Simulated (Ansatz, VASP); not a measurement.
Bi2Te3: VASP beside Ansatz

```
CELL_PARAMETERS angstrom
2.19300 1.26613 10.36898
-2.19300 1.26613 10.36898
0.00000 -2.53226 10.36898
ATOMIC_POSITIONS crystal
Bi 0.40000 0.40000 0.40000
Bi 0.60000 0.60000 0.60000
Te 0.00000 0.00000 0.00000
Te 0.20950 0.20950 0.20950
Te 0.79050 0.79050 0.79050
```

Change from the starting cell: zz strain of +2 %, crystal datasets.

Alike in both runs: task electric field gradients; functional PBEsol; k mesh 7 × 7 × 7; occupations fermi-dirac, width 0.08 eV; no spin polarisation.

|  | VASP | Ansatz |
| --- | --- | --- |
| version | VASP 6.6.1 | Ansatz 0.2.0 |
| potentials or method | VASP PAW PBE potentials, release 64 (Bi_d, Te), cutoff 520 eV | all-electron PAW with datasets made for the crystal, scalar-relativistic |

Ansatz gave:

```
pressure (GPa)                                                : -1.6
traceless stress, the component that is largest in VASP (GPa) : -0.69
rms of the force components (eV/Å)                            : 0.109
size of Vzz on the site where it differs most (V/Å²)          : 115.6
```

**Question.** What did VASP give for the same quantities?

**Answer.** Pressure (GPa): -1.6; traceless stress, the component that is largest in VASP (GPa): -0.69; rms of the force components (eV/Å): 0.103; size of Vzz on the site where it differs most (V/Å²): 110.2.

VASP's potentials were made for PBE, not for PBEsol. Atom by atom the forces differ by 0.006 eV/Å (rms over components). Ansatz ran all-electron here, and VASP with PAW potentials.

Neither program's run includes spin-orbit coupling.
